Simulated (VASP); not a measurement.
# KTaO3 (P4/mmm) in VASP: a series of runs

Runs on KTaO3. Level: PBE. Tasks: single point.

Program: VASP 6.6.1. These are calculated values, not measurements. Logs are shortened: lines on timing, memory, paths and dates and some standing lists are left out, and cuts for length are marked.

### 1 The cell of the first run

Symmetry: P4/mmm, No. 123, tetragonal system. Conventional cell: a = 3.889 Å, b = 3.889 Å, c = 4.088 Å, α = 90.00°, β = 90.00°, γ = 90.00°. Within 3.6 Å of K (site symmetry 4/mmm) lie 12 O at 2.75 to 2.82 Å and 8 Ta at 3.43 Å. Ta (site symmetry 4/mmm) has 6 O at 1.94 to 2.04 Å within 2.6 Å. O (site symmetry mmm) has 2 Ta at 1.94 Å within 2.6 Å. Within 2.9 Å of O (site symmetry 4/mmm) lie 2 Ta at 2.04 Å and 4 K at 2.75 Å and 8 O at 2.82 Å.

### 2 Single point, PBE (strain -0.025 along x and y, +0.025 along z)

The input, INCAR:

```
  PREC = Accurate
  ENCUT = 520
  EDIFF = 1E-6
  ISMEAR = 0
  SIGMA = 0.05
  LREAL = F
  LASPH = T
  NELM = 100
  ALGO = Normal
  ISIF = 2
  LWAVE = F
  LCHARG = T
  GGA = PE
  LELF = T
  LVHAR = T
  NBANDS = 27
```

The input, KPOINTS:

```
Automatic mesh
0
Gamma
  8 8 8
```

The input, POSCAR:

```
KTaO3
1.0
    3.8885925000      0.0000000000      0.0000000000
    0.0000000000      3.8885925000      0.0000000000
    0.0000000000      0.0000000000      4.0880075000
K Ta O
1 1 3
Direct
    0.5000000000      0.5000000000      0.5000000000
    0.0000000000      0.0000000000      0.0000000000
    0.5000000000      0.0000000000      0.0000000000
    0.0000000000      0.5000000000      0.0000000000
    0.0000000000      0.0000000000      0.5000000000
```

Potentials or basis: VASP PAW PBE potentials, release 64 (K_sv, Ta_pv, O).

Run with:

```console
$ cat potpaw_PBE.64/K_sv/POTCAR potpaw_PBE.64/Ta_pv/POTCAR potpaw_PBE.64/O/POTCAR > POTCAR
$ mpirun -np 1 vasp_std > vasp.out
```

OUTCAR:

```text
PREC = Accurate
   ENCUT = 520
   EDIFF = 1E-6
   ISMEAR = 0
   LREAL = F
   LASPH = T
   NELM = 100
   ISIF = 2
   GGA = PE

 ion  position               nearest neighbor table
   1  0.500  0.500  0.500-   5 2.75   5 2.75   5 2.75   5 2.75   4 2.82   3 2.82   4 2.82   3 2.82
                             4 2.82   3 2.82   4 2.82   3 2.82   2 3.43   2 3.43   2 3.43   2 3.43
   2  0.000  0.000  0.000-   3 1.94   4 1.94   4 1.94   3 1.94   5 2.04   5 2.04   1 3.43   1 3.43
                             1 3.43   1 3.43   1 3.43   1 3.43   1 3.43   1 3.43
   3  0.500  0.000  0.000-   2 1.94   2 1.94   1 2.82   1 2.82   1 2.82   1 2.82
   4  0.000  0.500  0.000-   2 1.94   2 1.94   1 2.82   1 2.82   1 2.82   1 2.82
   5  0.000  0.000  0.500-   2 2.04   2 2.04   1 2.75   1 2.75   1 2.75   1 2.75

  LATTYP: Found a simple tetragonal cell.
 ALAT       =     3.8885925000
 C/A-ratio  =     1.0512820513

  Lattice vectors:

 A1 = (   3.8885925000,   0.0000000000,   0.0000000000)
 A2 = (   0.0000000000,   3.8885925000,   0.0000000000)
 A3 = (   0.0000000000,   0.0000000000,   4.0880075000)

Analysis of symmetry for initial positions (statically):
=====================================================================
 Subroutine PRICEL returns:
 Original cell was already a primitive cell.

 Routine SETGRP: Setting up the symmetry group for a
 simple tetragonal supercell.

 Subroutine GETGRP returns: Found 16 space group operations
 (whereof 16 operations were pure point group operations)
 out of a pool of 16 trial point group operations.

The static configuration has the point symmetry D_4h.

Analysis of symmetry for dynamics (positions and initial velocities):
=====================================================================
 Subroutine PRICEL returns:
 Original cell was already a primitive cell.

 Routine SETGRP: Setting up the symmetry group for a
 simple tetragonal supercell.

 Subroutine GETGRP returns: Found 16 space group operations
 (whereof 16 operations were pure point group operations)
 out of a pool of 16 trial point group operations.

The dynamic configuration has the point symmetry D_4h.

 Subroutine INISYM returns: Found 16 space group operations
 (whereof 16 operations are pure point group operations),
 and found     1 'primitive' translations

----------------------------------------------------------------------------------------

                                     Primitive cell

  volume of cell :      61.8154

  direct lattice vectors                    reciprocal lattice vectors
     3.888592500  0.000000000  0.000000000     0.257162457  0.000000000  0.000000000
     0.000000000  3.888592500  0.000000000     0.000000000  0.257162457  0.000000000
     0.000000000  0.000000000  4.088007500     0.000000000  0.000000000  0.244617947

  length of vectors
     3.888592500  3.888592500  4.088007500     0.257162457  0.257162457  0.244617947

  position of ions in fractional coordinates (direct lattice)
     0.500000000  0.500000000  0.500000000
     0.000000000  0.000000000  0.000000000
     0.500000000  0.000000000  0.000000000
     0.000000000  0.500000000  0.000000000
     0.000000000  0.000000000  0.500000000

  ion indices of the primitive-cell ions
   primitive index   ion index
                 1           1
                 2           2
                 3           3
                 4           4
                 5           5

----------------------------------------------------------------------------------------

 KPOINTS: Automatic mesh

Automatic generation of k-mesh.
 Grid dimensions read from file:
 generate k-points for:    8    8    8

 Generating k-lattice:

  Cartesian coordinates                     Fractional coordinates (reciprocal lattice)
     0.032145307  0.000000000  0.000000000     0.125000000  0.000000000  0.000000000
     0.000000000  0.032145307  0.000000000     0.000000000  0.125000000  0.000000000
     0.000000000  0.000000000  0.030577243     0.000000000  0.000000000  0.125000000

  Length of vectors
     0.032145307  0.032145307  0.030577243

  Shift w.r.t. Gamma in fractional coordinates (k-lattice)
     0.000000000  0.000000000  0.000000000

 Subroutine IBZKPT returns following result:
 ===========================================

 Found     75 irreducible k-points:

 Following reciprocal coordinates:
            Coordinates               Weight
  0.000000  0.000000  0.000000      1.000000
  0.125000  0.000000  0.000000      4.000000
  0.250000  0.000000  0.000000      4.000000
  0.375000  0.000000  0.000000      4.000000
  0.500000  0.000000  0.000000      2.000000
  0.125000  0.125000  0.000000      4.000000
[... 16 lines left out ...]
  0.375000  0.125000  0.125000     16.000000
  0.500000  0.125000  0.125000      8.000000
 [... further k-points ...]
   k-points           NKPTS =     75   k-points in BZ     NKDIM =     75   number of bands    NBANDS=     27
   number of dos      NEDOS =    301   number of ions     NIONS =      5
   total plane-waves  NPLWV =  27000
   dimension x,y,z NGX =    30 NGY =   30 NGZ =   30
   dimension x,y,z NGXF=    60 NGYF=   60 NGZF=   60
   ions per type =               1   1   3
   NGX,Y,Z   is equivalent  to a cutoff of  12.83, 12.83, 12.20 a.u.
   NGXF,Y,Z  is equivalent  to a cutoff of  25.65, 25.65, 24.40 a.u.
 SYSTEM =  unknown system
   PREC   = accura    normal or accurate (medium, high low for compatibility)
   ISTART =      0    job   : 0-new  1-cont  2-samecut
   ICHARG =      2    charge: 1-file 2-atom 10-const
   ISPIN  =      1    spin polarized calculation?
   LNONCOLLINEAR =      F non collinear calculations
   LSORBIT =      F    spin-orbit coupling
   LASPH  =      T    aspherical Exc in radial PAW
   ENCUT  =  520.0 eV  38.22 Ry    6.18 a.u.   7.23  7.23  7.60*2*pi/ulx,y,z
   NELM   =    100;   NELMIN=  2; NELMDL= -5     # of ELM steps
   EDIFF  = 0.1E-05   stopping-criterion for ELM
   LREAL  =      F    real-space projection
   EDIFFG = 0.1E-04   stopping-criterion for IOM
   NSW    =      0    number of steps for IOM
   IBRION =     -1    ionic relax: 0-MD 1-quasi-New 2-CG
   NFREE  =      0    steps in history (QN), initial steepest desc. (CG)
   ISIF   =      2    stress and relaxation
   ISYM   =      2    0-nonsym 1-usesym 2-fastsym
   POTIM  = 0.5000    time-step for ionic-motion
   TEBEG  =    0.0;   TEEND  =   0.0 temperature during run
   PSTRESS=    0.0 pullay stress
   NELECT =      38.0000    total number of electrons
   NUPDOWN=      -1.0000    fix difference up-down
   EMIN   =  10.00;   EMAX   =-10.00  energy-range for DOS
   EFERMI =   0.00;   METHOD = LEGACY
   ISMEAR =     0;   SIGMA  =   0.05  broadening in eV -4-tet -1-fermi 0-gaus
   EFERMI_NEDOS =   21; number of points for ismear=-14 and -15
   IALGO  =     38    algorithm
   IMIX   =      4    mixing-type and parameters
     AMIX     =   0.40;   BMIX     =  1.00
     AMIX_MAG =   1.60;   BMIX_MAG =  1.00
  volume/ion in A,a.u.               =      12.36        83.43
  Fermi-wavevector in a.u.,A,eV,Ry     =   1.391993  2.630486 26.363270  1.937646
  Thomas-Fermi vector in A             =   2.515779
   LORBIT       =      0    0 simple, 1 ext, 2 COOP (PROOUT), +10 PAW based schemes
   GGA     = PE    functional components
   LHFCALC =     F    Hartree Fock is set to
   AEXX    =    0.0000 exact exchange contribution
   IVDW    =     0    specifies the selected vdW correction
   LEPSILON=     F    determine dielectric tensor
   LRPA    =     F    only Hartree local field effects (RPA)
 non-spin polarized calculation
 Gauss-broadening in eV      SIGMA  =   0.05
  energy-cutoff  :      520.00
  volume of cell :       61.82
 maximum number of plane-waves:      1682
 NGX is ok and might be reduce to    30
   NGX = 15   NGY = 15   NGZ = 15

 number of electron      38.0000015 magnetization

 Free energy of the ion-electron system (eV)
  ---------------------------------------------------
  ext. energy  EPLUGINS =         0.00000000
  ---------------------------------------------------
  free energy    TOTEN  =       -40.80483197 eV

  energy without entropy =      -40.80483197  energy(sigma->0) =      -40.80483197

 E-fermi :   2.2896     XC(G=0): -11.0085

 val. band max:        2.0140056496   @ k =   0.5000   0.5000   0.5000
 cond. band min:       4.1879249272   @ k =   0.0000   0.0000   0.0000
 fundamental gap:      2.1739192776
 Fermi energy:         2.2895710112

 k-point     1 :       0.0000    0.0000    0.0000
  band No.  band energies     occupation
      1     -32.0566      2.00000
      2     -32.0566      2.00000
      3     -31.9772      2.00000
      4     -25.3103      2.00000
      5     -15.7977      2.00000
      6     -15.2071      2.00000
[... 19 lines left out ...]
     26       9.9253      0.00000
     27      10.2030      0.00000

 k-point     2 :       0.1250    0.0000    0.0000
  band No.  band energies     occupation
      1     -32.0756      2.00000
      2     -32.0559      2.00000
      3     -31.9764      2.00000
      4     -25.3050      2.00000
      5     -15.7211      2.00000
      6     -15.1200      2.00000
[... 19 lines left out ...]
     26      10.2452      0.00000
     27      10.4548      0.00000

 k-point     3 :       0.2500    0.0000    0.0000
  band No.  band energies     occupation
      1     -32.1210      2.00000
      2     -32.0541      2.00000
      3     -31.9746      2.00000
      4     -25.2923      2.00000
      5     -15.6319      2.00000
      6     -14.8075      2.00000
[... 19 lines left out ...]
     26      10.9212      0.00000
     27      11.6142      0.00000

 k-point     4 :       0.3750    0.0000    0.0000
  band No.  band energies     occupation
      1     -32.1657      2.00000
      2     -32.0523      2.00000
      3     -31.9728      2.00000
      4     -25.2795      2.00000
      5     -15.6153      2.00000
      6     -14.6670      2.00000
[... 19 lines left out ...]
     26      11.4680      0.00000
     27      12.5419      0.00000

 k-point     5 :       0.5000    0.0000    0.0000
  band No.  band energies     occupation
      1     -32.1841      2.00000
      2     -32.0516      2.00000
      3     -31.9720      2.00000
      4     -25.2743      2.00000
      5     -15.6175      2.00000
      6     -14.6621      2.00000
[... 19 lines left out ...]
     26      11.7077      0.00000
     27      12.4229      0.00000

 k-point     6 :       0.1250    0.1250    0.0000
  band No.  band energies     occupation
      1     -32.0751      2.00000
      2     -32.0746      2.00000
      3     -31.9757      2.00000
      4     -25.3001      2.00000
      5     -15.6156      2.00000
      6     -15.0618      2.00000
[... 444 lines left out ...]
      1     -32.0748      2.00000
      2     -32.0742      2.00000
      3     -31.9855      2.00000
      4     -25.2969      2.00000
      5     -15.6058      2.00000
      6     -15.0586      2.00000
[... 19 lines left out ...]
     26      10.6700      0.00000
     27      10.8246      0.00000

 k-point    22 :       0.2500    0.1250    0.1250
  band No.  band energies     occupation
      1     -32.1197      2.00000
      2     -32.0726      2.00000
      3     -31.9837      2.00000
      4     -25.2857      2.00000
      5     -15.4555      2.00000
      6     -14.7809      2.00000
[... 19 lines left out ...]
     26      11.2853      0.00000
     27      11.9232      0.00000

 k-point    23 :       0.3750    0.1250    0.1250
  band No.  band energies     occupation
      1     -32.1643      2.00000
      2     -32.0708      2.00000
      3     -31.9818      2.00000
      4     -25.2746      2.00000
      5     -15.4161      2.00000
      6     -14.5578      2.00000
[... 19 lines left out ...]
     26      11.7714      0.00000
     27      12.7816      0.00000

 k-point    24 :       0.5000    0.1250    0.1250
  band No.  band energies     occupation
      1     -32.1826      2.00000
      2     -32.0700      2.00000
      3     -31.9810      2.00000
      4     -25.2700      2.00000
      5     -15.4128      2.00000
      6     -14.5470      2.00000
[... 19 lines left out ...]
     26      11.9872      0.00000
     27      12.7758      0.00000

 [... further k-points ...]

------------------------ aborting loop because EDIFF is reached ----------------------------------------

  FORCE on cell =-STRESS in cart. coord.  units (eV):
  Direction    XX          YY          ZZ          XY          YZ          ZX
  --------------------------------------------------------------------------------------
  -------------------------------------------------------------------------------------
  Total        7.6249665      7.6249665     -0.1547324      0.0000000      0.0000000      0.0000000
  in kB      197.6295894    197.6295894     -4.0104714      0.0000000      0.0000000      0.0000000
  external PRESSURE =     130.4162358 kB  Pullay stress =       0.0000000 kB

 VOLUME and BASIS-vectors are now :
 -----------------------------------------------------------------------------
  energy-cutoff  :      520.00
  volume of cell :       61.82
      direct lattice vectors                 reciprocal lattice vectors
     3.888592500  0.000000000  0.000000000     0.257162457  0.000000000  0.000000000
     0.000000000  3.888592500  0.000000000     0.000000000  0.257162457  0.000000000
     0.000000000  0.000000000  4.088007500     0.000000000  0.000000000  0.244617947

 POSITION                                       TOTAL-FORCE (eV/Angst)
 -----------------------------------------------------------------------------------
      1.94430      1.94430      2.04400         0.000000      0.000000      0.000000
      0.00000      0.00000      0.00000         0.000000      0.000000      0.000000
      1.94430      0.00000      0.00000         0.000000      0.000000      0.000000
      0.00000      1.94430      0.00000         0.000000      0.000000      0.000000
      0.00000      0.00000      2.04400         0.000000      0.000000      0.000000
 -----------------------------------------------------------------------------------
    total drift:                                0.000000     -0.000000      0.000000

  FREE ENERGIE OF THE ION-ELECTRON SYSTEM (eV)
  ---------------------------------------------------
  free  energy   TOTEN  =       -40.8048319725 eV

  energy  without entropy=      -40.8048319725  energy(sigma->0) =      -40.80483197
```

Wall time 2.7 min (1 thread of Intel Xeon 8259CL, shared host); peak memory 0.25 GiB.

Results:

```
Free energy            : -40.8048 eV
Pressure               : 13.0 GPa
Band gap on the k mesh : 2.17 eV (least direct gap 2.74 eV)
```

Levels at points of the mesh, in eV from the valence-band top:
| k point | band 17 | band 18 | band 19 | band 20 | band 21 | band 22 |
| --- | --- | --- | --- | --- | --- | --- |
| (0.00, 0.00, 0.00) | -0.67 | -0.57 | -0.57 | 2.17 | 2.17 | 2.25 |
| (0.50, 0.00, 0.00) | -1.51 | -0.89 | -0.77 | 2.37 | 5.39 | 5.39 |
| (0.50, 0.50, 0.00) | -1.15 | -1.15 | -0.11 | 5.43 | 5.43 | 6.87 |
| (0.00, 0.00, 0.50) | -1.70 | -0.92 | -0.92 | 2.37 | 4.74 | 4.74 |
| (0.50, 0.00, 0.50) | -1.67 | -1.62 | -0.07 | 4.79 | 5.41 | 6.41 |
| (0.50, 0.50, 0.50) | -0.08 | 0.00 | 0.00 | 6.57 | 6.57 | 7.00 |

Caveat: the cell differs from its parent crystal (strain -0.025 along x and y, +0.025 along z); the cell stands under pressure; spin-orbit coupling is left out, which moves the levels of the heavy elements.

### 3 Single point, PBE (strain +0.025 along x and y, +0.000 along z)

The input, INCAR:

```
PREC     = Accurate       # precision mode
ENCUT    = 520            # plane-wave cutoff, eV
EDIFF    = 1E-6           # SCF threshold, eV
ISMEAR   = 0              # smearing method
SIGMA    = 0.05           # smearing width, eV
LREAL    = F              # projectors in reciprocal space
LASPH    = T              # aspherical terms in the spheres
NELM     = 100            # most SCF steps
ALGO     = Normal         # electronic algorithm
ISIF     = 2              # what is computed and relaxed
LWAVE    = F              # write WAVECAR
LCHARG   = F              # write CHGCAR
GGA      = PE             # functional
NBANDS   = 27             # bands
```

KPOINTS is that of step 2.

POSCAR, as its differences from that of step 2:

```diff
@@ -2,5 +2,5 @@
 1.0
-    3.8885925000      0.0000000000      0.0000000000
-    0.0000000000      3.8885925000      0.0000000000
-    0.0000000000      0.0000000000      4.0880075000
+    4.0880075000      0.0000000000      0.0000000000
+    0.0000000000      4.0880075000      0.0000000000
+    0.0000000000      0.0000000000      3.9883000000
 K Ta O
```

Potentials or basis: VASP PAW PBE potentials, release 64 (K_sv, Ta_pv, O).

Run with:

```console
$ cat potpaw_PBE.64/K_sv/POTCAR potpaw_PBE.64/Ta_pv/POTCAR potpaw_PBE.64/O/POTCAR > POTCAR
$ mpirun -np 1 vasp_std > vasp.out
```

Run time: 2.8 min. Hardware: 1 thread of Intel Xeon 8259CL, shared host; peak memory 0.26 GiB.

Results (log left out):

```yaml
Free_energy: -41.0283 eV
Pressure: -3.3 GPa
Band_gap_on_the_k_mesh: 2.02 eV (least direct gap 2.66 eV)
```

Stress tensor (GPa, compression positive):
```
-5.95  0.00  0.00
 0.00 -5.95  0.00
 0.00  0.00  2.10
```

Levels at points of the mesh, in eV from the valence-band top:
```csv
k point,band 16,band 17,band 18,band 19,band 20,band 21,band 22,band 23
"(0.00, 0.00, 0.00)",-0.92,-0.66,-0.66,-0.64,2.02,2.05,2.05,5.99
"(0.50, 0.00, 0.00)",-2.12,-1.43,-0.92,-0.84,2.18,4.57,4.57,6.25
"(0.50, 0.50, 0.00)",-1.79,-1.57,-1.57,-0.04,4.60,4.60,5.76,7.41
"(0.00, 0.00, 0.50)",-1.98,-1.38,-0.83,-0.83,2.17,4.87,4.87,6.03
"(0.50, 0.00, 0.50)",-1.74,-1.32,-1.31,-0.07,4.61,4.90,5.99,6.82
"(0.50, 0.50, 0.50)",-3.60,-0.04,-0.04,0.00,5.87,6.09,6.09,8.65
```

Caveat: the cell differs from its parent crystal (strain +0.025 along x and y, +0.000 along z); the cell stands under tension; spin-orbit coupling is left out, which moves the levels of the heavy elements.
